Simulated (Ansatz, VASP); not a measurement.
**InP: VASP beside Ansatz**

File INCAR:

```
ALGO = Normal
EDIFF = 1E-7
ENCUT = 520
GGA = PE
ISIF = 2
ISMEAR = 0
LASPH = T
LCHARG = F
LREAL = F
LWAVE = F
NBANDS = 16
NELM = 60
PREC = Accurate
SIGMA = 0.15
```

The input KPOINTS:

```
k-points
0
Gamma
  18 18 18
```

POSCAR

```
InP
1.0
    0.0000000000      2.7701604146      2.7701604146
    2.7701604146      0.0000000000      2.7701604146
    2.7701604146      2.7701604146      0.0000000000
In P
1 1
Direct
    0.0000000000      0.0000000000      0.0000000000
    0.5000000000      0.5000000000      0.5000000000
```

Input for Ansatz:

```yaml
crystal:
  lattice:
    - [0.0, 2.7701604146, 2.7701604146]
    - [2.7701604146, 0.0, 2.7701604146]
    - [2.7701604146, 2.7701604146, 0.0]
  atoms:
    - { symbol: In, position: [0.0, 0.0, 0.0] }
    - { symbol: P, position: [0.5, 0.5, 0.5] }
basis:
  ecutwfc: 420
kpoints:
  mp_grid: { grid: [18, 18, 18] }
hamiltonian:
  xc: pbe
scf:
  occupations: { method: gaussian, width: 0.15 }
output:
  forces: true
  stress: true
  eigenvalues: true
  write_density: true
  write_potential: true
  elf: true
  volumetric_format: npy
```

Alike in both runs: task single point; functional PBE; k mesh 18 × 18 × 18; occupations gaussian, width 0.15 eV; no spin polarisation.

```csv
,VASP,Ansatz
version,VASP 6.6.1,Ansatz 0.2.0
potentials or method,"VASP PAW PBE potentials, release 64 (In_d, P), cutoff 520 eV","scalar-relativistic, plane waves, PAW"
valence electrons in the cell,18,18
```

```csv
,VASP,Ansatz,Ansatz less VASP
gap on the k mesh at the Fermi level (eV),none,none,-
pressure (GPa),0.0,0.0,+0.03
```

A gap of «none» marks a metal or a gap that the smearing closes.
